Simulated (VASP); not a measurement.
Rh, 1 atom in the cell. Symmetry: Fm-3m, No. 225, cubic system. Conventional cell: a = 3.780 Å, b = 3.780 Å, c = 3.780 Å, α = 90.00°, β = 90.00°, γ = 90.00°. Rh (site symmetry m-3m) has 12 Rh at 2.67 Å within 3.5 Å. 

- Program: VASP 6.6.1
- Task: single point
- Functional: PBEsol
- Potentials or basis: VASP PAW PBE potentials, release 64 (Rh_pv)
- Cutoff: 520 eV
- k mesh: 23 × 23 × 23
- Occupations: fermi-dirac, width 0.05 eV
- Spin: collinear spin, ferromagnetic start
- Starting moments: [1.0] μB
- Dipole correction: no
- Further INCAR settings: ALGO = Normal; EDIFF = 1e-06; NBANDS = 18

Potentials or basis: VASP PAW PBE potentials, release 64 (Rh_pv).

Command:

```bash
$ cat potpaw_PBE.64/Rh_pv/POTCAR > POTCAR
$ mpirun -np 1 vasp_std > vasp.out
```

Hardware: 1 thread of Intel(R) Xeon(R) Platinum 8375C CPU @ 2.90GHz (Ice Lake), with other jobs on the host.

**Question.** Estimate the wall time of this run.

**Answer.** Wall time 90 s on 1 thread of Intel(R) Xeon(R) Platinum 8375C CPU @ 2.90GHz (Ice Lake), with other jobs on the host, peak memory 0.23 GiB. Counts: scf iterations 12, k points 364.
